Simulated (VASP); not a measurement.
Wanted: the native input for a VASP 6.6.1 run.

```yaml
Task: single point
Functional: r2SCAN
Potentials_or_basis: VASP PAW PBE potentials, release 64 (Hf_pv)
Cutoff: 520 eV
k_mesh: 2 × 2 × 1
Occupations: fermi-dirac, width 0.1 eV
Spin: no spin polarisation
Dipole_correction: no
Further_INCAR_settings: ALGO = Normal; EDIFF = 1e-06; NBANDS = 17
```

Hf:

```
Hf
1.0
     3.19873    0.00000    0.00000
    -1.59937    2.77018    0.00000
     0.00000    0.00000    5.05050
Hf
2
Cartesian
  0.0000 1.8468 1.2626
  1.5994 0.9234 3.7879
```

One way to write it, as run:

POSCAR

```
Hf
1.0
    3.1987335297      0.0000000000      0.0000000000
   -1.5993667648      2.7701844966      0.0000000000
    0.0000000000      0.0000000000      5.0505021987
Hf
2
Direct
    0.3333333333      0.6666666667      0.2500000000
    0.6666666667      0.3333333333      0.7500000000
```

INCAR.step1

```
SYSTEM = Hf
  ALGO = Normal
  EDIFF = 1E-4
  ENCUT = 520
  GGA = PE
  ISMEAR = -1
  LASPH = .TRUE.
  LCHARG = .FALSE.
  LREAL = .FALSE.
  LWAVE = .TRUE.
  NBANDS = 17
  NELM = 60
  PREC = Accurate
  SIGMA = 0.1
```

INCAR.step2

```
SYSTEM = Hf
  ALGO = Normal
  EDIFF = 1E-6
  ENCUT = 520
  ISIF = 2
  ISMEAR = -1
  ISTART = 1
  LASPH = .TRUE.
  LCHARG = .TRUE.
  LELF = .TRUE.
  LMIXTAU = .TRUE.
  LREAL = .FALSE.
  LVHAR = .TRUE.
  LWAVE = .FALSE.
  METAGGA = R2SCAN
  NBANDS = 17
  NELM = 60
  PREC = Accurate
  SIGMA = 0.1
```

KPOINTS

```
k-points
0
G
  2 2 1
  0 0 0
```

Potentials or basis: VASP PAW PBE potentials, release 64 (Hf_pv).

Launch:

```bash
$ cat potpaw_PBE.64/Hf_pv/POTCAR > POTCAR
$ cp INCAR.step1 INCAR
$ mpirun -np 1 vasp_std > vasp.out
$ cp INCAR.step2 INCAR
$ mpirun -np 1 vasp_std > vasp.out
```

It gave:

- Pressure: -0.8 GPa
- Band gap on the k mesh: zero (band 10 reaches 6.03 eV, above the bottom of band 11 at 5.71 eV)

Caveat: the k points lie up to 1.24 Å⁻¹ apart; the PAW data sets were made with another functional, which shifts forces and pressure a little; spin-orbit coupling is left out, which moves the levels of the heavy elements.

Run time: 30 s on 1 thread of AMD EPYC 7R43 64-Core Processor (Zen 3) (shared host), peak memory 0.12 GiB.
